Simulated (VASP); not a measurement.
The system is SbAs2.

```
CELL_PARAMETERS angstrom
0.00000 4.27573 4.27573
4.27573 0.00000 4.27573
4.27573 4.27573 0.00000
ATOMIC_POSITIONS crystal
Sb 0.50000 0.50000 0.50000
Sb 0.75000 0.75000 0.75000
As 0.12500 0.12500 0.12500
As 0.62500 0.12500 0.12500
As 0.12500 0.62500 0.12500
As 0.12500 0.12500 0.62500
```

| Property | Result |
| --- | --- |
| Program | VASP 6.6.1 |
| Task | relaxation of cell and atoms |
| Functional | PBE |
| Potentials or basis | VASP PAW PBE potentials, release 64 (Sb, As) |
| Cutoff | 600 eV |
| k mesh | 4 × 4 × 4 |
| Occupations | gaussian, width 0.1 eV |
| Spin | no spin polarisation |

At the start: pressure -8.0 GPa; volume 26.06 Å³/atom.

Problem. Where does the relaxation end?

Solution. Over 3 steps the energy falls by 108.2 meV/atom and the volume is 22.28 Å³/atom (-14.5 %); space group Fd-3m (No. 227, to 0.05 Å).

The path:
| step | energy change (eV) | largest force (eV/Å) | pressure (GPa) | volume (Å³) |
| --- | --- | --- | --- | --- |
| 1 | 0.0000 | 0.0000 | -8.02 | 156.34 |
| 2 | -0.6024 | 0.0000 | 3.05 | 128.66 |
| 3 | -0.6494 | 0.0000 | 0.04 | 133.71 |

Final structure:
```cif
data_structure
_symmetry_space_group_name_H-M 'P 1'
_symmetry_Int_Tables_number 1
_cell_length_a 5.7397
_cell_length_b 5.7397
_cell_length_c 5.7397
_cell_angle_alpha 60.000
_cell_angle_beta 60.000
_cell_angle_gamma 60.000
_cell_volume 133.71
loop_
_atom_site_label
_atom_site_type_symbol
_atom_site_fract_x
_atom_site_fract_y
_atom_site_fract_z
_atom_site_occupancy
Sb1 Sb 0.50000 0.50000 0.50000 1
Sb2 Sb 0.75000 0.75000 0.75000 1
As1 As 0.12500 0.12500 0.12500 1
As2 As 0.62500 0.12500 0.12500 1
As3 As 0.12500 0.62500 0.12500 1
As4 As 0.12500 0.12500 0.62500 1
```
